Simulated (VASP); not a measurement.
# PbS (P-6m2) in VASP: further runs, part 2 of 2

VASP 6.6.1. The steps go on from the part before.

## (5) Relaxation of shape and atoms at fixed volume, r2SCAN (volume scaled by 1.040)

Contents of POSCAR:

```
PbS
1.0
    4.1095822112      0.0000000000      0.0000000000
   -2.0547911056      3.5590025938      0.0000000000
    0.0000000000      0.0000000000      3.8188262591
Pb S
1 1
Direct
    0.0000000000      0.0000000000      0.0000000000
    0.6666666667      0.3333333333      0.5000000000
```

Contents of INCAR.step1:

```
ALGO     = Normal         # electronic algorithm
EDIFF    = 1E-4           # SCF threshold, eV
ENCUT    = 600            # plane-wave cutoff, eV
GGA      = PE             # functional
ISMEAR   = 0              # smearing method
LASPH    = T              # aspherical terms in the spheres
LCHARG   = F              # write CHGCAR
LREAL    = F              # projectors in reciprocal space
LWAVE    = T              # write WAVECAR
NELM     = 60             # most SCF steps
PREC     = Accurate       # precision mode
SIGMA    = 0.05           # smearing width, eV
```

Contents of INCAR.step2:

```
ALGO     = Normal         # electronic algorithm
EDIFF    = 1E-7           # SCF threshold, eV
EDIFFG   = -0.01          # ionic threshold
ENCUT    = 600            # plane-wave cutoff, eV
IBRION   = 2              # ionic algorithm
ISIF     = 4              # what is computed and relaxed
ISMEAR   = 0              # smearing method
ISTART   = 1            
LASPH    = T              # aspherical terms in the spheres
LCHARG   = F              # write CHGCAR
LMIXTAU  = T            
LREAL    = F              # projectors in reciprocal space
LWAVE    = F              # write WAVECAR
METAGGA  = R2SCAN         # meta-GGA
NELM     = 60             # most SCF steps
NSW      = 60             # ionic steps
PREC     = Accurate       # precision mode
SIGMA    = 0.05           # smearing width, eV
```

Contents of KPOINTS:

```
k-points
0
Gamma
  10 10 10
```

Potentials or basis: VASP PAW PBE potentials, release 64 (Pb_d, S).

The run is started by

```sh
cat potpaw_PBE.64/Pb_d/POTCAR potpaw_PBE.64/S/POTCAR > POTCAR
cp INCAR.step1 INCAR
mpirun -np 1 vasp_std > vasp.out
cp INCAR.step2 INCAR
mpirun -np 1 vasp_std > vasp.out
```

OUTCAR:

```text
EDIFF = 1E-7
   EDIFFG = -0.01
   ENCUT = 600
   IBRION = 2
   ISIF = 4
   ISMEAR = 0
   ISTART = 1
   LASPH = T
   LREAL = F
   METAGGA = R2SCAN
   NELM = 60
   NSW = 60
   PREC = Accurate

 ion  position               nearest neighbor table
   1  0.000  0.000  0.000-   2 3.05   2 3.05   2 3.05   2 3.05   2 3.05   2 3.05
   2  0.667  0.333  0.500-   1 3.05   1 3.05   1 3.05   1 3.05   1 3.05   1 3.05

  LATTYP: Found a hexagonal cell.
 ALAT       =     4.1095822112
 C/A-ratio  =     0.9292492674

  Lattice vectors:

 A1 = (   4.1095822112,   0.0000000000,   0.0000000000)
 A2 = (  -2.0547911056,   3.5590025938,   0.0000000000)
 A3 = (   0.0000000000,   0.0000000000,   3.8188262591)

Analysis of symmetry for initial positions (statically):
=====================================================================
 Subroutine PRICEL returns:
 Original cell was already a primitive cell.

 Routine SETGRP: Setting up the symmetry group for a
 hexagonal supercell.

 Subroutine GETGRP returns: Found 12 space group operations
 (whereof 12 operations were pure point group operations)
 out of a pool of 24 trial point group operations.

The static configuration has the point symmetry D_3h.

Analysis of symmetry for dynamics (positions and initial velocities):
=====================================================================
 Subroutine PRICEL returns:
 Original cell was already a primitive cell.

 Routine SETGRP: Setting up the symmetry group for a
 hexagonal supercell.

 Subroutine GETGRP returns: Found 12 space group operations
 (whereof 12 operations were pure point group operations)
 out of a pool of 24 trial point group operations.

The dynamic configuration has the point symmetry D_3h.

 Subroutine INISYM returns: Found 12 space group operations
 (whereof 12 operations are pure point group operations),
 and found     1 'primitive' translations

----------------------------------------------------------------------------------------

                                     Primitive cell

  volume of cell :      55.8542

  direct lattice vectors                    reciprocal lattice vectors
     4.109582211  0.000000000  0.000000000     0.243333738  0.140488799  0.000000000
    -2.054791106  3.559002594  0.000000000     0.000000000  0.280977598  0.000000000
     0.000000000  0.000000000  3.818826259     0.000000000  0.000000000  0.261860565

  length of vectors
     4.109582211  4.109582211  3.818826259     0.280977598  0.280977598  0.261860565

  position of ions in fractional coordinates (direct lattice)
     0.000000000  0.000000000  0.000000000
     0.666666667  0.333333333  0.500000000

  ion indices of the primitive-cell ions
   primitive index   ion index
                 1           1
                 2           2

----------------------------------------------------------------------------------------

 KPOINTS: k-points

Automatic generation of k-mesh.
 Grid dimensions read from file:
 generate k-points for:   10   10   10

 Generating k-lattice:

  Cartesian coordinates                     Fractional coordinates (reciprocal lattice)
[... 47 lines left out ...]
   ions per type =               1   1
   NGX,Y,Z   is equivalent  to a cutoff of  14.56, 14.56, 13.93 a.u.
   NGXF,Y,Z  is equivalent  to a cutoff of  29.13, 29.13, 27.86 a.u.
 SYSTEM =  unknown system
   PREC   = accura    normal or accurate (medium, high low for compatibility)
   ISTART =      1    job   : 0-new  1-cont  2-samecut
   ICHARG =      0    charge: 1-file 2-atom 10-const
   ISPIN  =      1    spin polarized calculation?
   LNONCOLLINEAR =      F non collinear calculations
   LSORBIT =      F    spin-orbit coupling
   LASPH  =      T    aspherical Exc in radial PAW
   ENCUT  =  600.0 eV  44.10 Ry    6.64 a.u.   8.21  8.21  7.63*2*pi/ulx,y,z
   NELM   =     60;   NELMIN=  2; NELMDL=  0     # of ELM steps
   EDIFF  = 0.1E-06   stopping-criterion for ELM
   LREAL  =      F    real-space projection
   EDIFFG = -.1E-01   stopping-criterion for IOM
   NSW    =     60    number of steps for IOM
   IBRION =      2    ionic relax: 0-MD 1-quasi-New 2-CG
   NFREE  =      1    steps in history (QN), initial steepest desc. (CG)
   ISIF   =      4    stress and relaxation
   ISYM   =      2    0-nonsym 1-usesym 2-fastsym
   POTIM  = 0.5000    time-step for ionic-motion
   TEBEG  =    0.0;   TEEND  =   0.0 temperature during run
   PSTRESS=    0.0 pullay stress
   NELECT =      20.0000    total number of electrons
   NUPDOWN=      -1.0000    fix difference up-down
   EMIN   =  10.00;   EMAX   =-10.00  energy-range for DOS
   EFERMI =   0.00;   METHOD = LEGACY
   ISMEAR =     0;   SIGMA  =   0.05  broadening in eV -4-tet -1-fermi 0-gaus
   EFERMI_NEDOS =   21; number of points for ismear=-14 and -15
   IALGO  =     38    algorithm
   IMIX   =      4    mixing-type and parameters
     AMIX     =   0.40;   BMIX     =  1.00
     AMIX_MAG =   1.60;   BMIX_MAG =  1.00
  volume/ion in A,a.u.               =      27.93       188.46
  Fermi-wavevector in a.u.,A,eV,Ry     =   1.162518  2.196840 18.387555  1.351447
  Thomas-Fermi vector in A             =   2.299078
   LORBIT       =      0    0 simple, 1 ext, 2 COOP (PROOUT), +10 PAW based schemes
   METAGGA = R2SCAN    functional components
   LHFCALC =     F    Hartree Fock is set to
   AEXX    =    0.0000 exact exchange contribution
   IVDW    =     0    specifies the selected vdW correction
   LEPSILON=     F    determine dielectric tensor
   LRPA    =     F    only Hartree local field effects (RPA)
 conjugate gradient relaxation of ions
 non-spin polarized calculation
 Gauss-broadening in eV      SIGMA  =   0.05
  energy-cutoff  :      600.00
  volume of cell :       55.85
 maximum number of plane-waves:      1881
 NGX is ok and might be reduce to    36
   NGX = 17   NGY = 17   NGZ = 15

--------------------------------------- Ionic step        1  -------------------------------------------

 number of electron      20.0000004 magnetization

 Free energy of the ion-electron system (eV)
  ---------------------------------------------------
  ext. energy  EPLUGINS =         0.00000000
  ---------------------------------------------------
  free energy    TOTEN  =       -65.33052497 eV

  energy without entropy =      -65.33016668  energy(sigma->0) =      -65.33034583

------------------------ aborting loop because EDIFF is reached ----------------------------------------

  FORCE on cell =-STRESS in cart. coord.  units (eV):
  Direction    XX          YY          ZZ          XY          YZ          ZX
  --------------------------------------------------------------------------------------
  -------------------------------------------------------------------------------------
  Total       -0.6267363     -0.6267363     -0.7560950      0.0000000      0.0000000      0.0000000
  in kB      -17.9779234    -17.9779234    -21.6885770      0.0000000      0.0000000      0.0000000
  external PRESSURE =     -19.2148079 kB  Pullay stress =       0.0000000 kB
[... 59 lines left out ...]
--------------------------------------- Ionic step        3  -------------------------------------------

 number of electron      20.0000004 magnetization

 Free energy of the ion-electron system (eV)
  ---------------------------------------------------
  ext. energy  EPLUGINS =         0.00000000
  ---------------------------------------------------
  free energy    TOTEN  =       -65.33073822 eV

  energy without entropy =      -65.33037436  energy(sigma->0) =      -65.33055629

 E-fermi :   4.8345     XC(G=0):  -9.8953

 val. band max:        4.8337814914   @ k =   0.3000   0.3000   0.5000
 cond. band min:       5.2136595146   @ k =   0.4000   0.2000   0.5000
 fundamental gap:      0.3798780232
 Fermi energy:         4.8345407462

 k-point     1 :       0.0000    0.0000    0.0000
  band No.  band energies     occupation
      1     -12.6772      2.00000
      2     -12.6597      2.00000
      3     -12.6597      2.00000
      4     -12.5604      2.00000
      5     -12.5604      2.00000
      6      -8.7546      2.00000
      7      -1.7542      2.00000
      8       2.6455      2.00000
      9       3.1071      2.00000
     10       3.1071      2.00000
     11       8.5485      0.00000
     12       8.5485      0.00000
     13      10.6210      0.00000
     14      11.6609      0.00000
[... 377 lines left out ...]
      1     -12.6851      2.00000
      2     -12.6327      2.00000
      3     -12.6054      2.00000
      4     -12.5979      2.00000
      5     -12.5734      2.00000
      6      -7.6480      2.00000
      7      -3.6670      2.00000
      8       1.6856      2.00000
      9       2.8166      2.00000
     10       4.0857      2.00000
     11       6.6736      0.00000
     12       9.2406      0.00000
     13       9.6858      0.00000
     14      11.5537      0.00000

 [... further k-points ...]
[... 5 lines left out ...]
  --------------------------------------------------------------------------------------
  -------------------------------------------------------------------------------------
  Total       -0.6461596     -0.6461596     -0.6480701      0.0000000      0.0000000      0.0000000
  in kB      -18.5350813    -18.5350813    -18.5898845      0.0000000      0.0000000      0.0000000
  external PRESSURE =     -18.5533491 kB  Pullay stress =       0.0000000 kB
[... 17 lines left out ...]
  FREE ENERGIE OF THE ION-ELECTRON SYSTEM (eV)
  ---------------------------------------------------
  free  energy   TOTEN  =       -65.3307382234 eV

  energy  without entropy=      -65.3303743616  energy(sigma->0) =      -65.33055629

 reached required accuracy - stopping structural energy minimisation
```

Wall time 4.5 min (1 thread of Intel Xeon 6975P-C (Granite Rapids), shared host); peak memory 0.27 GiB.

Results:

```
Free energy               : -65.3307 eV
Energy gained by relaxing : 0.1 meV/atom
Ionic steps               : 3
Pressure after relaxing   : -1.9 GPa
Band gap on the k mesh    : zero (filled and empty bands touch)
```

The path:
| step | energy change (eV) | largest force (eV/Å) | pressure (GPa) | volume (Å³) |
| --- | --- | --- | --- | --- |
| 1 | 0.0000 | 0.0000 | -1.92 | 55.85 |
| 2 | -0.0002 | 0.0000 | -1.88 | 55.85 |
| 3 | -0.0002 | 0.0000 | -1.86 | 55.85 |

Final structure:
```
Pb S
1.0
     4.11624    0.00000    0.00000
    -2.05812    3.56477    0.00000
     0.00000    0.00000    3.80648
Pb S
1 1
Direct
  0.00000 0.00000 0.00000
  0.66667 0.33333 0.50000
```

Levels at points of the mesh, in eV from the Fermi level:
```tsv
k point	band 6	band 7	band 8	band 9	band 10	band 11	band 12	band 13	band 14
(0.00, 0.00, 0.00)	-13.59	-6.59	-2.19	-1.73	-1.73	3.71	3.71	5.79	6.83
(0.50, 0.00, 0.00)	-12.53	-8.62	-2.73	-1.75	-1.21	2.14	4.21	5.55	5.87
(0.00, 0.00, 0.50)	-12.51	-9.12	-1.14	-1.14	0.00	1.23	4.09	4.09	8.72
(0.50, 0.00, 0.50)	-11.90	-7.54	-4.07	-4.03	-1.47	2.37	2.99	3.12	8.75
```

Caveat: the cell differs from its parent crystal (volume scaled by 1.040); the PAW data sets were made with another functional, which shifts forces and pressure a little; spin-orbit coupling is left out, which moves the levels of the heavy elements.

## (6) Relaxation of shape and atoms at fixed volume, r2SCAN

This run uses another cell than the first one, of 27.16 Å³/atom, 1.032 times its volume.

Contents of POSCAR:

```
PbS
1.0
    4.0692158095      0.0000000000      0.0000000000
   -2.0346079047      3.5240442645      0.0000000000
    0.0000000000      0.0000000000      3.7876964048
Pb S
1 1
Direct
    0.0000000000      0.0000000000      0.0000000000
    0.6666666667      0.3333333333      0.5000000000
```

Contents of INCAR.step1:

```
SYSTEM = PbS
PREC = Accurate
ENCUT = 600
ISMEAR = 0
SIGMA = 0.05
LREAL = .FALSE.
LASPH = .TRUE.
NELM = 100
GGA = PE
ALGO = Normal
EDIFF = 1E-4
LWAVE = .TRUE.
LCHARG = .FALSE.
```

Contents of INCAR.step2:

```
SYSTEM = PbS
PREC = Accurate
ENCUT = 600
EDIFF = 1E-6
ISMEAR = 0
SIGMA = 0.05
LREAL = .FALSE.
LASPH = .TRUE.
NELM = 100
ALGO = Normal
ISIF = 4
LWAVE = .FALSE.
LCHARG = .FALSE.
METAGGA = R2SCAN
LMIXTAU = .TRUE.
IBRION = 2
NSW = 60
EDIFFG = -0.01
ISTART = 1
```

Contents of KPOINTS:

```
Automatic mesh
0
G
  10 10 10
  0 0 0
```

Potentials or basis: VASP PAW PBE potentials, release 64 (Pb_d, S).

The run is started by

```sh
cat potpaw_PBE.64/Pb_d/POTCAR potpaw_PBE.64/S/POTCAR > POTCAR
cp INCAR.step1 INCAR
mpirun -np 1 vasp_std > vasp.out
cp INCAR.step2 INCAR
mpirun -np 1 vasp_std > vasp.out
```

Run time: 2.3 min. Hardware: 1 thread of Intel Xeon 6975P-C (Granite Rapids), shared host; peak memory 0.25 GiB.

Results (log left out):

```yaml
Free_energy: -65.3426 eV
Pressure_after_relaxing: -0.6 GPa
Band_gap_on_the_k_mesh: zero (band 10 reaches 5.22 eV, above the bottom of band 11 at 5.04 eV)
```

Final structure:
```
CELL_PARAMETERS angstrom
4.06922 0.00000 0.00000
-2.03461 3.52404 0.00000
0.00000 0.00000 3.78770
ATOMIC_POSITIONS crystal
Pb 0.00000 0.00000 0.00000
S 0.66667 0.33333 0.50000
```

Levels at points of the mesh, in eV from the Fermi level:
| k point | band 7 | band 8 | band 9 | band 10 | band 11 | band 12 | band 13 | band 14 |
| --- | --- | --- | --- | --- | --- | --- | --- | --- |
| (0.00, 0.00, 0.00) | -6.52 | -2.34 | -1.78 | -1.78 | 3.78 | 3.78 | 5.71 | 6.99 |
| (0.50, 0.00, 0.00) | -8.70 | -2.83 | -1.78 | -1.31 | 2.15 | 4.21 | 5.69 | 5.82 |
| (0.00, 0.00, 0.50) | -9.27 | -1.19 | -1.19 | 0.08 | 1.31 | 4.20 | 4.20 | 8.74 |
| (0.50, 0.00, 0.50) | -7.57 | -4.24 | -4.18 | -1.53 | 2.37 | 3.02 | 3.15 | 8.89 |

Caveat: the relaxation stopped at its first step, so nothing moved; the PAW data sets were made with another functional, which shifts forces and pressure a little; spin-orbit coupling is left out, which moves the levels of the heavy elements.

## (7) Overview

| cell | gap on the mesh (eV) | pressure (GPa) |
| --- | --- | --- |
| relaxed from a = 4.021, b = 4.021, c = 3.759 Å, angles 90.0, 90.0, 120.0°, 2 atoms | none | 1.1 |
| relaxed from a = 4.054, b = 4.054, c = 3.773 Å, angles 90.0, 90.0, 120.0°, 2 atoms | none | 0.0 |
| relaxed from a = 4.075, b = 4.075, c = 3.809 Å, angles 90.0, 90.0, 120.0°, 2 atoms | none | -1.0 |
| relaxed from a = 4.110, b = 4.110, c = 3.819 Å, angles 90.0, 90.0, 120.0°, 2 atoms | none | -1.9 |
| relaxed from a = 4.069, b = 4.069, c = 3.788 Å, angles 90.0, 90.0, 120.0°, 2 atoms | none | -0.6 |

Alike in all rows: task relaxation of shape and atoms at fixed volume; level r2SCAN; potentials or basis VASP PAW PBE potentials, release 64 (Pb_d, S); no spin polarisation; k mesh 10 × 10 × 10; cutoff (eV) 600; smearing gaussian 0.05 eV.

Caveats: the PAW data sets were made with another functional, which shifts forces and pressure a little; spin-orbit coupling is left out, which moves the levels of the heavy elements; the relaxation stopped at its first step, so nothing moved (some runs).

Total energies depend on the potentials used, so only differences within one code and one set of settings carry meaning.
